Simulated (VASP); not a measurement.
A run of VASP 6.6.1 is set up as follows.

Contents of INCAR:

```
SYSTEM = Ta
PREC     = Accurate       ! precision mode
ENCUT    = 520            ! plane-wave cutoff, eV
EDIFF    = 1E-6           ! SCF threshold, eV
ISMEAR   = -1             ! smearing method
SIGMA    = 0.08           ! smearing width, eV
LREAL    = .FALSE.        ! projectors in reciprocal space
LASPH    = .TRUE.         ! aspherical terms in the spheres
NELM     = 80             ! most SCF steps
ALGO     = Normal         ! electronic algorithm
ISIF     = 2              ! what is computed and relaxed
LWAVE    = .FALSE.        ! write WAVECAR
LCHARG   = .FALSE.        ! write CHGCAR
LDIPOL   = .TRUE.       
IDIPOL   = 3            
DIPOL    = 0.5 0.5 0.500
GGA      = PE             ! functional
NBANDS   = 30             ! bands
```

The input KPOINTS:

```
regular mesh
0
G
  12 12 1
  0 0 0
```

File POSCAR:

```
Ta
1.0
    3.3195547170      0.0000000000      0.0000000000
    0.0000000000      3.3195547170      0.0000000000
    0.0000000000      0.0000000000     20.9793000000
Ta
4
Direct
    0.2500000000      0.2500000000      0.3882591221
    0.7500000000      0.7500000000      0.4601054002
    0.2500000000      0.2500000000      0.5398945965
    0.7500000000      0.7500000000      0.6117408808
```

Potentials or basis: VASP PAW PBE potentials, release 64 (Ta_pv).

The run is started by

```bash
$ cat potpaw_PBE.64/Ta_pv/POTCAR > POTCAR
$ mpirun -np 1 vasp_std > vasp.out
```

Question: Predict the band gap on the k mesh.

Answer: Zero (bands 22 and 23 overlap by 0.58 eV).

Question: Predict the largest force.

Answer: 0.011 eV/Å.

Forces on the atoms (eV/Å):
```
Ta   0.000  0.000 -0.002
Ta   0.000  0.000 -0.011
Ta   0.000  0.000  0.011
Ta   0.000  0.000  0.002
```

Caveat: spin-orbit coupling is left out, which moves the levels of the heavy elements.
